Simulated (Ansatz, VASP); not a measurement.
# Two plane-wave programs on Os2W

```
CELL_PARAMETERS angstrom
4.71169 0.00000 0.00000
0.00000 4.71169 0.00000
0.00000 0.00000 4.73283
ATOMIC_POSITIONS crystal
Os 0.25018 0.50000 0.00000
Os 0.74982 0.50000 0.00000
Os 0.50000 0.25018 0.50000
Os 0.50000 0.74982 0.50000
W 0.00000 0.00000 0.25000
W 0.00000 0.00000 0.75000
```

Alike in both runs: functional PBE; k mesh 8 × 8 × 8; occupations gaussian, width 0.1 eV; no spin polarisation.

Ansatz relaxed the structure, and its values are those at the end. VASP's run is a single point on that final structure, the one shown.

|  | VASP | Ansatz |
| --- | --- | --- |
| version | VASP 6.6.1 | Ansatz 0.2.0 |
| potentials or method | VASP PAW PBE potentials, release 64 (Os, W_sv), cutoff 520 eV | scalar-relativistic, plane waves, PAW |
| valence electrons in the cell | 60 | 92 |

Ansatz gave:

| Item | Value |
| --- | --- |
| gap on the k mesh at the Fermi level (eV) | none |
| pressure (GPa) | 0.0 |

Task: Which values does VASP return?

Result: gap on the k mesh at the Fermi level (eV): none; pressure (GPa): -0.1.

A gap of «none» marks a metal or a gap that the smearing closes. With one functional, cell and mesh, what is left measures potentials, basis and numerics. VASP's potentials hold 60 valence electrons a cell and Ansatz's 92, so a difference there can come from the potentials and not from the codes.

Neither program's run includes spin-orbit coupling.
